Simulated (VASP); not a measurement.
Set up this calculation in VASP 6.6.1, as the native input.

```
Task                   : single point
Functional             : BLYP
Potentials or basis    : VASP PAW PBE potentials, release 64 (Co)
Cutoff                 : 520 eV
k mesh                 : 13 × 13 × 13
Occupations            : fermi-dirac, width 0.05 eV
Spin                   : collinear spin, ferromagnetic start
Starting moments       : [-1.754, -1.754] μB
Dipole correction      : no
Further INCAR settings : ALGO = Normal; EDIFF = 1e-07; NBANDS = 20
```

The structure of Co lies in POSCAR:

```
Co
1.0
    0.0000000000      2.2205006921      2.2205006921
    2.2205006921      0.0000000000      2.2205006921
    2.2205006921      2.2205006921      0.0000000000
Co
2
Direct
    0.0000000000      0.0000000000      0.0000000000
    0.5000000000      0.5000000000      0.5000000000
```

This isn't the form of Co at room conditions, which is hcp.

These files were run (other wordings do the same):

INCAR

```
PREC     = Accurate       # precision mode
ENCUT    = 520            # plane-wave cutoff, eV
EDIFF    = 1E-7           # SCF threshold, eV
ISMEAR   = -1             # smearing method
SIGMA    = 0.05           # smearing width, eV
LREAL    = False          # projectors in reciprocal space
LASPH    = True           # aspherical terms in the spheres
NELM     = 150            # most SCF steps
ALGO     = Normal         # electronic algorithm
ISIF     = 2              # what is computed and relaxed
LWAVE    = False          # write WAVECAR
LCHARG   = False          # write CHGCAR
ISPIN    = 2              # spin polarisation
MAGMOM   = -1.754 -1.754  # initial moments
LORBIT   = 11             # projections on sites
LMAXMIX  = 4              # l up to which the mixer works
GGA      = B5             # functional
ALDAX    = 1.0          
AGGAX    = 1.0          
AGGAC    = 1.0          
ALDAC    = 0.0          
NBANDS   = 20             # bands
```

KPOINTS

```
regular mesh
0
Gamma
  13 13 13
```

Potentials or basis: VASP PAW PBE potentials, release 64 (Co).

The run is started by

```console
$ cat potpaw_PBE.64/Co/POTCAR > POTCAR
$ mpirun -np 1 vasp_std > vasp.out
```

It gave:

```yaml
Pressure: 36.7 GPa
Net_moment: -2.94 μB per cell
Site_moments: Co -1.46 μB
Valence_electrons_inside_the_program's_atomic_spheres: Co 8.48
```

Caveat: the cell stands under pressure; the PAW data sets were made with another functional, which shifts forces and pressure a little.

Run time: 51 s on 1 thread of AMD EPYC 9R45 96-Core Processor (Zen 5) (shared host), peak memory 0.15 GiB.
